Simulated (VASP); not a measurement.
Crystal: Ta.

```
Ta
1.0
     2.74222    0.00000    0.00000
     0.00000    2.74222    0.00000
     0.00000    0.00000    2.74222
Ta
1
Direct
  0.00000 0.00000 0.00000
```

Base run:

| Quantity | Value |
| --- | --- |
| Program | VASP 6.6.1 |
| Functional | PBE |
| Potentials or basis | VASP PAW PBE potentials, release 64 (Ta_pv) |
| Cutoff | 520 eV |
| k mesh | 13 × 13 × 13 |
| Occupations | fermi-dirac, width 0.1 eV |
| Spin | no spin polarisation |

Its results: pressure 0.1 GPa.

The run is repeated on the same cell with these changes: k mesh from 13 × 13 × 13 to 19 × 19 × 19. What comes out?

Pressure 0.6 GPa.
